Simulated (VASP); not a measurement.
# As (Fm-3m) in VASP: notebook

As is run at these levels: LDA; tasks: single point.

Everything below comes from runs of VASP 6.6.1. Logs are shortened: lines on timing, memory, paths and dates and some standing lists are left out, and cuts for length are marked.

## 1. The cell of the first run

It takes space group Fm-3m (No. 225, cubic). Conventional cell: a = 4.171 Å, b = 4.171 Å, c = 4.171 Å, α = 90.00°, β = 90.00°, γ = 90.00°. Within 3.9 Å of As (site symmetry m-3m) lie 12 As at 2.95 Å.

## 2. Single point, LDA

File INCAR:

```
PREC = Accurate ; ENCUT = 520
EDIFF = 1E-6 ; ISMEAR = -1
SIGMA = 0.1 ; LREAL = False
LASPH = True ; NELM = 100
ALGO = Normal ; ISIF = 2
LWAVE = False ; LCHARG = False
NBANDS = 8
```

File KPOINTS:

```
regular mesh
0
Gamma
  13 13 13
```

File POSCAR:

```
As
1.0
    0.0000000000      2.0856948521      2.0856948521
    2.0856948521      0.0000000000      2.0856948521
    2.0856948521      2.0856948521      0.0000000000
As
1
Direct
    0.0000000000      0.0000000000      0.0000000000
```

Potentials or basis: VASP PAW LDA potentials, release 64 (As).

The run is started by

```bash
$ cat potpaw_LDA.64/As/POTCAR > POTCAR
$ mpirun -np 1 vasp_std > vasp.out
```

OUTCAR:

```text
PREC = Accurate
   ENCUT = 520
   EDIFF = 1E-6
   ISMEAR = -1
   LREAL = False
   LASPH = True
   NELM = 100
   ISIF = 2

 ion  position               nearest neighbor table
   1  0.000  0.000  0.000-

  LATTYP: Found a face centered cubic cell.
 ALAT       =     4.1713897042

  Lattice vectors:

 A1 = (   0.0000000000,   2.0856948521,   2.0856948521)
 A2 = (   2.0856948521,   0.0000000000,   2.0856948521)
 A3 = (   2.0856948521,   2.0856948521,   0.0000000000)

Analysis of symmetry for initial positions (statically):
=====================================================================
 Subroutine PRICEL returns:
 Original cell was already a primitive cell.

 Routine SETGRP: Setting up the symmetry group for a
 face centered cubic supercell.

 Subroutine GETGRP returns: Found 48 space group operations
 (whereof 48 operations were pure point group operations)
 out of a pool of 48 trial point group operations.

The static configuration has the point symmetry O_h .

Analysis of symmetry for dynamics (positions and initial velocities):
=====================================================================
 Subroutine PRICEL returns:
 Original cell was already a primitive cell.

 Routine SETGRP: Setting up the symmetry group for a
 face centered cubic supercell.

 Subroutine GETGRP returns: Found 48 space group operations
 (whereof 48 operations were pure point group operations)
 out of a pool of 48 trial point group operations.

The dynamic configuration has the point symmetry O_h .

 Subroutine INISYM returns: Found 48 space group operations
 (whereof 48 operations are pure point group operations),
 and found     1 'primitive' translations

----------------------------------------------------------------------------------------

                                     Primitive cell

  volume of cell :      18.1461

  direct lattice vectors                    reciprocal lattice vectors
     0.000000000  2.085694852  2.085694852    -0.239728261  0.239728261  0.239728261
     2.085694852  0.000000000  2.085694852     0.239728261 -0.239728261  0.239728261
     2.085694852  2.085694852  0.000000000     0.239728261  0.239728261 -0.239728261

  length of vectors
     2.949617947  2.949617947  2.949617947     0.415221528  0.415221528  0.415221528

  position of ions in fractional coordinates (direct lattice)
     0.000000000  0.000000000  0.000000000

  ion indices of the primitive-cell ions
   primitive index   ion index
                 1           1

----------------------------------------------------------------------------------------

 KPOINTS: regular mesh

Automatic generation of k-mesh.
 Grid dimensions read from file:
 generate k-points for:   13   13   13

 Generating k-lattice:

  Cartesian coordinates                     Fractional coordinates (reciprocal lattice)
    -0.018440635  0.018440635  0.018440635     0.076923077  0.000000000  0.000000000
     0.018440635 -0.018440635  0.018440635     0.000000000  0.076923077  0.000000000
     0.018440635  0.018440635 -0.018440635     0.000000000  0.000000000  0.076923077

  Length of vectors
     0.031940118  0.031940118  0.031940118

  Shift w.r.t. Gamma in fractional coordinates (k-lattice)
     0.000000000  0.000000000  0.000000000

 Subroutine IBZKPT returns following result:
 ===========================================

 Found     84 irreducible k-points:

 Following reciprocal coordinates:
            Coordinates               Weight
  0.000000  0.000000  0.000000      1.000000
  0.076923  0.000000  0.000000      8.000000
  0.153846  0.000000  0.000000      8.000000
  0.230769  0.000000  0.000000      8.000000
  0.307692  0.000000  0.000000      8.000000
  0.384615  0.000000  0.000000      8.000000
[... 16 lines left out ...]
  0.384615  0.153846  0.000000     24.000000
  0.461538  0.153846  0.000000     24.000000
 [... further k-points ...]
   k-points           NKPTS =     84   k-points in BZ     NKDIM =     84   number of bands    NBANDS=      8
   number of dos      NEDOS =    301   number of ions     NIONS =      1
   total plane-waves  NPLWV =  13824
   dimension x,y,z NGX =    24 NGY =   24 NGZ =   24
   dimension x,y,z NGXF=    48 NGYF=   48 NGZF=   48
   ions per type =               1
   NGX,Y,Z   is equivalent  to a cutoff of  13.53, 13.53, 13.53 a.u.
   NGXF,Y,Z  is equivalent  to a cutoff of  27.05, 27.05, 27.05 a.u.
 SYSTEM =  unknown system
   PREC   = accura    normal or accurate (medium, high low for compatibility)
   ISTART =      0    job   : 0-new  1-cont  2-samecut
   ICHARG =      2    charge: 1-file 2-atom 10-const
   ISPIN  =      1    spin polarized calculation?
   LNONCOLLINEAR =      F non collinear calculations
   LSORBIT =      F    spin-orbit coupling
   LASPH  =      T    aspherical Exc in radial PAW
   ENCUT  =  520.0 eV  38.22 Ry    6.18 a.u.   5.48  5.48  5.48*2*pi/ulx,y,z
   NELM   =    100;   NELMIN=  2; NELMDL= -5     # of ELM steps
   EDIFF  = 0.1E-05   stopping-criterion for ELM
   LREAL  =      F    real-space projection
   EDIFFG = 0.1E-04   stopping-criterion for IOM
   NSW    =      0    number of steps for IOM
   IBRION =     -1    ionic relax: 0-MD 1-quasi-New 2-CG
   NFREE  =      0    steps in history (QN), initial steepest desc. (CG)
   ISIF   =      2    stress and relaxation
   ISYM   =      2    0-nonsym 1-usesym 2-fastsym
   POTIM  = 0.5000    time-step for ionic-motion
   TEBEG  =    0.0;   TEEND  =   0.0 temperature during run
   PSTRESS=    0.0 pullay stress
   NELECT =       5.0000    total number of electrons
   NUPDOWN=      -1.0000    fix difference up-down
   EMIN   =  10.00;   EMAX   =-10.00  energy-range for DOS
   EFERMI =   0.00;   METHOD = LEGACY
   ISMEAR =    -1;   SIGMA  =   0.10  broadening in eV -4-tet -1-fermi 0-gaus
   EFERMI_NEDOS =   21; number of points for ismear=-14 and -15
   IALGO  =     38    algorithm
   IMIX   =      4    mixing-type and parameters
     AMIX     =   0.40;   BMIX     =  1.00
     AMIX_MAG =   1.60;   BMIX_MAG =  1.00
  volume/ion in A,a.u.               =      18.15       122.46
  Fermi-wavevector in a.u.,A,eV,Ry     =   1.065297  2.013120 15.440678  1.134858
  Thomas-Fermi vector in A             =   2.200844
   LORBIT       =      0    0 simple, 1 ext, 2 COOP (PROOUT), +10 PAW based schemes
   GGA     = CA    functional components
   LHFCALC =     F    Hartree Fock is set to
   AEXX    =    0.0000 exact exchange contribution
   IVDW    =     0    specifies the selected vdW correction
   LEPSILON=     F    determine dielectric tensor
   LRPA    =     F    only Hartree local field effects (RPA)
 non-spin polarized calculation
  energy-cutoff  :      520.00
  volume of cell :       18.15
 maximum number of plane-waves:       531
 NGX is ok and might be reduce to    24
   NGX = 11   NGY = 11   NGZ = 11

 number of electron       4.9999999 magnetization

 Free energy of the ion-electron system (eV)
  ---------------------------------------------------
  ext. energy  EPLUGINS =         0.00000000
  ---------------------------------------------------
  free energy    TOTEN  =        -4.89669846 eV

  energy without entropy =       -4.87570883  energy(sigma->0) =       -4.88620365

 E-fermi :   7.1009     XC(G=0): -11.0995

 val. band max:        7.0802583221   @ k =   0.4615   0.2308   0.0000
 cond. band min:       7.1313783056   @ k =  -0.3846   0.4615   0.0769
 fundamental gap:      0.0511199835
 Fermi energy:         7.1009309225

 k-point     1 :       0.0000    0.0000    0.0000
  band No.  band energies     occupation
      1      -8.4530      2.00000
      2      13.1937      0.00000
      3      13.1937      0.00000
      4      13.1937      0.00000
      5      19.7434      0.00000
      6      19.7434      0.00000
      7      19.7434      0.00000
      8      21.9834      0.00000

 k-point     2 :       0.0769    0.0000    0.0000
  band No.  band energies     occupation
      1      -8.3080      2.00000
      2      12.0118      0.00000
      3      13.0246      0.00000
      4      13.0246      0.00000
      5      19.1627      0.00000
      6      20.0596      0.00000
      7      20.0596      0.00000
      8      22.5499      0.00000

 k-point     3 :       0.1538    0.0000    0.0000
  band No.  band energies     occupation
      1      -7.8753      2.00000
      2       9.5355      0.00000
      3      12.6251      0.00000
      4      12.6251      0.00000
      5      18.4191      0.00000
      6      20.6695      0.00000
      7      20.6695      0.00000
      8      23.6967      0.00000

 k-point     4 :       0.2308    0.0000    0.0000
  band No.  band energies     occupation
      1      -7.1623      2.00000
      2       6.8180      1.88846
      3      12.1767      0.00000
      4      12.1767      0.00000
      5      17.8653      0.00000
      6      20.5152      0.00000
      7      20.5152      0.00000
      8      23.4850      0.00000

 k-point     5 :       0.3077    0.0000    0.0000
  band No.  band energies     occupation
      1      -6.1905      2.00000
      2       4.2281      2.00000
      3      11.7942      0.00000
      4      11.7942      0.00000
      5      17.5141      0.00000
      6      19.7237      0.00000
      7      19.7237      0.00000
      8      22.3831      0.00000

 k-point     6 :       0.3846    0.0000    0.0000
  band No.  band energies     occupation
      1      -5.0278      2.00000
      2       1.9503      2.00000
      3      11.5275      0.00000
      4      11.5275      0.00000
      5      17.3354      0.00000
      6      19.0436      0.00000
      7      19.0436      0.00000
      8      21.5040      0.00000

 k-point     7 :       0.4615    0.0000    0.0000
  band No.  band energies     occupation
      1      -3.9619      2.00000
      2       0.3182      2.00000
      3      11.3928      0.00000
      4      11.3928      0.00000
      5      17.2729      0.00000
      6      18.6779      0.00000
      7      18.6779      0.00000
      8      21.0257      0.00000

 k-point     8 :       0.0769    0.0769    0.0000
  band No.  band energies     occupation
      1      -8.2597      2.00000
      2      12.4765      0.00000
      3      12.5432      0.00000
      4      12.5432      0.00000
      5      18.3854      0.00000
      6      20.6422      0.00000
      7      20.6422      0.00000
      8      22.3255      0.00000

 k-point     9 :       0.1538    0.0769    0.0000
  band No.  band energies     occupation
      1      -7.9227      2.00000
      2      10.4125      0.00000
      3      11.9563      0.00000
      4      12.5138      0.00000
      5      17.9400      0.00000
      6      20.8973      0.00000
      7      21.3762      0.00000
      8      21.5135      0.00000

 k-point    10 :       0.2308    0.0769    0.0000
  band No.  band energies     occupation
      1      -7.3024      2.00000
      2       7.7829      0.00218
      3      11.4351      0.00000
      4      12.1130      0.00000
      5      17.9024      0.00000
      6      20.1100      0.00000
      7      21.4289      0.00000
      8      21.7950      0.00000
[... 78 lines left out ...]
 k-point    18 :      -0.1538    0.0769    0.0000
  band No.  band energies     occupation
      1      -7.5404      2.00000
      2       8.6577      0.00000
      3      10.9615      0.00000
      4      12.9620      0.00000
      5      18.7226      0.00000
      6      20.4965      0.00000
      7      20.8491      0.00000
      8      22.3884      0.00000

 k-point    19 :      -0.0769    0.0769    0.0000
  band No.  band energies     occupation
      1      -8.0671      2.00000
      2      10.9751      0.00000
      3      11.8105      0.00000
      4      13.1847      0.00000
      5      18.9042      0.00000
      6      20.1059      0.00000
      7      20.6641      0.00000
      8      22.9427      0.00000

 k-point    20 :       0.1538    0.1538    0.0000
  band No.  band energies     occupation
      1      -7.6819      2.00000
      2      10.8067      0.00000
      3      11.2316      0.00000
      4      11.2316      0.00000
      5      16.6022      0.00000
      6      19.4674      0.00000
      7      22.6611      0.00000
      8      22.6611      0.00000

 k-point    21 :       0.2308    0.1538    0.0000
  band No.  band energies     occupation
      1      -7.1566      2.00000
      2       8.7178      0.00000
      3      10.6188      0.00000
      4      10.9766      0.00000
      5      16.3821      0.00000
      6      18.2177      0.00000
      7      22.9877      0.00000
      8      23.4611      0.00000

 k-point    22 :       0.3077    0.1538    0.0000
  band No.  band energies     occupation
      1      -6.3585      2.00000
      2       6.2244      1.99969
      3      10.1986      0.00000
      4      10.3308      0.00000
      5      16.2402      0.00000
      6      18.4541      0.00000
      7      22.7874      0.00000
      8      23.0429      0.00000

 k-point    23 :       0.3846    0.1538    0.0000
  band No.  band energies     occupation
      1      -5.3201      2.00000
      2       3.8258      2.00000
      3       9.5538      0.00000
      4      10.0071      0.00000
      5      15.8059      0.00000
      6      19.6573      0.00000
      7      22.1062      0.00000
      8      22.9535      0.00000

 k-point    24 :       0.4615    0.1538    0.0000
  band No.  band energies     occupation
      1      -4.1519      2.00000
      2       1.7718      2.00000
      3       8.8416      0.00000
      4      10.0562      0.00000
      5      15.6524      0.00000
      6      20.2955      0.00000
      7      21.2500      0.00000
      8      24.2125      0.00000

 [... further k-points ...]
[... 5 lines left out ...]
  --------------------------------------------------------------------------------------
  -------------------------------------------------------------------------------------
  Total        0.0288989      0.0288989      0.0288989      0.0000000     -0.0000000      0.0000000
  in kB        2.5515864      2.5515864      2.5515864      0.0000000     -0.0000000      0.0000000
  external PRESSURE =       2.5515864 kB  Pullay stress =       0.0000000 kB

 VOLUME and BASIS-vectors are now :
 -----------------------------------------------------------------------------
  energy-cutoff  :      520.00
  volume of cell :       18.15
      direct lattice vectors                 reciprocal lattice vectors
     0.000000000  2.085694852  2.085694852    -0.239728261  0.239728261  0.239728261
     2.085694852  0.000000000  2.085694852     0.239728261 -0.239728261  0.239728261
     2.085694852  2.085694852  0.000000000     0.239728261  0.239728261 -0.239728261

 POSITION                                       TOTAL-FORCE (eV/Angst)
 -----------------------------------------------------------------------------------
      0.00000      0.00000      0.00000         0.000000      0.000000     -0.000000
 -----------------------------------------------------------------------------------
    total drift:                                0.000000      0.000000     -0.000000

  FREE ENERGIE OF THE ION-ELECTRON SYSTEM (eV)
  ---------------------------------------------------
  free  energy   TOTEN  =        -4.8966984585 eV

  energy  without entropy=       -4.8757088316  energy(sigma->0) =       -4.88620365
```

Run time: 8.8 s. Hardware: 1 thread of Intel Xeon 8259CL, shared host; peak memory 0.13 GiB.

What came out:

```
Free energy : -4.8967 eV
Pressure    : 0.3 GPa
```

## 3. Single point, LDA (volume scaled by 0.88)

File INCAR:

```
  PREC = Accurate
  ENCUT = 520
  EDIFF = 1E-6
  ISMEAR = -1
  SIGMA = 0.1
  LREAL = F
  LASPH = T
  NELM = 60
  ALGO = Normal
  ISIF = 2
  LWAVE = F
  LCHARG = F
  GGA = CA
  NBANDS = 8
```

File KPOINTS:

```
Automatic mesh
0
Gamma
  15 15 15
```

File POSCAR:

```
As
1.0
    0.0000000000      1.9986879461      1.9986879461
    1.9986879461      0.0000000000      1.9986879461
    1.9986879461      1.9986879461      0.0000000000
As
1
Direct
    0.0000000000      0.0000000000      0.0000000000
```

Potentials or basis: VASP PAW LDA potentials, release 64 (As).

The run is started by

```bash
$ cat potpaw_LDA.64/As/POTCAR > POTCAR
$ mpirun -np 1 vasp_std > vasp.out
```

Run time: 12 s. Hardware: 1 thread of Intel Xeon 8259CL, shared host; peak memory 0.13 GiB.

The run converged. Its results:

```yaml
Free_energy: -4.8043 eV
Pressure: 16.3 GPa
```

Levels at points of the mesh, in eV from the Fermi level:
```csv
k point,band 1,band 2,band 3,band 4,band 5,band 6,band 7
"(0.00, 0.00, 0.00)",-16.95,7.11,7.11,7.11,13.08,13.08,13.08
```
